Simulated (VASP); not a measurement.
Cu12HF, 14 atoms in the cell. The cell holds a slab with vacuum, 14 atoms: a = 5.105 Å, b = 5.105 Å, c = 17.168 Å, α = 90.00°, β = 90.00°, γ = 60.00°. 

```yaml
Program: VASP 6.6.1
Task: single point
Functional: PBE
Dispersion: D3(BJ)
Potentials_or_basis: VASP PAW PBE potentials, release 64 (Cu, F, H)
Cutoff: 520 eV
k_mesh: 4 × 4 × 1
Occupations: fermi-dirac, width 0.15 eV
Spin: no spin polarisation
Dipole_correction: no
Further_INCAR_settings: ALGO = Normal; EDIFF = 1e-06; NBANDS = 83
```

Potentials or basis: VASP PAW PBE potentials, release 64 (Cu, F, H).

Launch:

```bash
$ cat potpaw_PBE.64/Cu/POTCAR potpaw_PBE.64/F/POTCAR potpaw_PBE.64/H/POTCAR > POTCAR
$ mpirun -np 1 vasp_std > vasp.out
```

Hardware: 1 thread of Oxide Virtual Turin-like Processor (shared host).

How long does it take, and how much memory?

It took 21 min on 1 thread of Oxide Virtual Turin-like Processor, on a shared host, peak memory 0.6 GiB. Counts: scf iterations 28, k points 10.
